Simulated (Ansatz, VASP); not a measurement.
## One calculation of TiAlF, two programs

```xyz
6
Lattice="3.7100 0.0000 0.0000 0.0000 3.7100 0.0000 0.0000 0.0000 6.6024" Properties=species:S:1:pos:R:3 pbc="T T T"
Ti    0.0000    0.0000    0.0000
Ti    1.8550    1.8550    0.0000
Al    0.0000    1.8550    2.6949
Al    1.8550    0.0000    3.9076
F     0.0000    1.8550    5.3951
F     1.8550    0.0000    1.2074
```

Change from the starting cell: species swapped into the CaNiGe type (P4/nmm, No. 129).

Alike in both runs: functional PBE; k mesh 6 × 6 × 4; occupations gaussian, width 0.1 eV; no spin polarisation.

Ansatz relaxed the structure, and its values are those at the end. VASP's run is a single point on that final structure, the one shown.

|  | VASP | Ansatz |
| --- | --- | --- |
| version | VASP 6.6.1 | Ansatz 0.2.0 |
| potentials or method | VASP PAW PBE potentials, release 64 (Ti_sv, Al, F), cutoff 520 eV | scalar-relativistic, plane waves, PAW |
| valence electrons in the cell | 44 | 44 |

Ansatz gave:

* gap on the k mesh at the Fermi level (eV): none
* pressure (GPa): 0.1
* rms of the force components (eV/Å): 0.008

Q: What did VASP give for the same quantities?

A: gap on the k mesh at the Fermi level (eV): none; pressure (GPa): 0.1; rms of the force components (eV/Å): 0.013.

A gap of «none» marks a metal or a gap that the smearing closes. The functional is the same, so the differences come from potentials, cutoffs and numerics.
